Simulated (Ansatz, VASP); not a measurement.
Cd3SeS2: VASP beside Ansatz

```
CELL_PARAMETERS angstrom
3.87445 0.00000 0.00000
0.00000 3.87445 0.00000
0.00000 0.00000 9.53192
ATOMIC_POSITIONS crystal
Cd 0.00000 0.00000 0.00000
Cd 0.00000 0.00000 0.35111
Cd 0.00000 0.00000 0.64889
Se 0.50000 0.50000 0.00000
S 0.50000 0.50000 0.72601
S 0.50000 0.50000 0.27399
```

Alike in both runs: functional PBE; k mesh 10 × 10 × 4; occupations gaussian, width 0.1 eV; no spin polarisation.

Ansatz relaxed the structure, and its values are those at the end. VASP's run is a single point on that final structure, the one shown.

```csv
,VASP,Ansatz
version,VASP 6.6.1,Ansatz 0.2.0
potentials or method,"VASP PAW PBE potentials, release 64 (Cd, Se, S), cutoff 520 eV","scalar-relativistic, plane waves, PAW"
valence electrons in the cell,54,88
```

|  | VASP | Ansatz | Ansatz less VASP |
| --- | --- | --- | --- |
| gap on the k mesh at the Fermi level (eV) | none | none | - |
| pressure (GPa) | 0.2 | 0.0 | -0.23 |
| rms of the force components (eV/Å) | 0.005 | 0.001 | -0.0036 |

A gap of «none» marks a metal or a gap that the smearing closes. VASP's potentials hold 54 valence electrons a cell and Ansatz's 88, so a difference there can come from the potentials and not from the codes.
